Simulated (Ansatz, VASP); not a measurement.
**One calculation of NaSrSc, two programs**

```xyz
6
Lattice="4.9170 0.0000 0.0000 0.0000 4.9170 0.0000 0.0000 0.0000 9.1997" Properties=species:S:1:pos:R:3 pbc="T T T"
Na    2.4585    0.0000    2.3316
Na    0.0000    2.4585    6.8681
Sr    2.4585    0.0000    6.1977
Sr    0.0000    2.4585    3.0020
Sc    0.0000    0.0000    0.0000
Sc    2.4585    2.4585    0.0000
```

Alike in both runs: functional PBE; k mesh 8 × 8 × 4; occupations gaussian, width 0.1 eV; no spin polarisation.

Ansatz relaxed the structure, and its values are those at the end. VASP's run is a single point on that final structure, the one shown.

|  | VASP | Ansatz |
| --- | --- | --- |
| version | VASP 6.6.1 | Ansatz 0.2.0 |
| potentials or method | VASP PAW PBE potentials, release 64 (Na_pv, Sr_sv, Sc_sv), cutoff 520 eV | scalar-relativistic, plane waves, PAW |
| valence electrons in the cell | 56 | 60 |

VASP gave:

```
gap on the k mesh at the Fermi level (eV) : none
pressure (GPa)                            : 0.0
rms of the force components (eV/Å)        : 0.015
```

Q: Estimate Ansatz's values.

A: gap on the k mesh at the Fermi level (eV): none; pressure (GPa): 0.0; rms of the force components (eV/Å): 0.001.

A gap of «none» marks a metal or a gap that the smearing closes. VASP's potentials hold 56 valence electrons a cell and Ansatz's 60, so a difference there can come from the potentials and not from the codes.
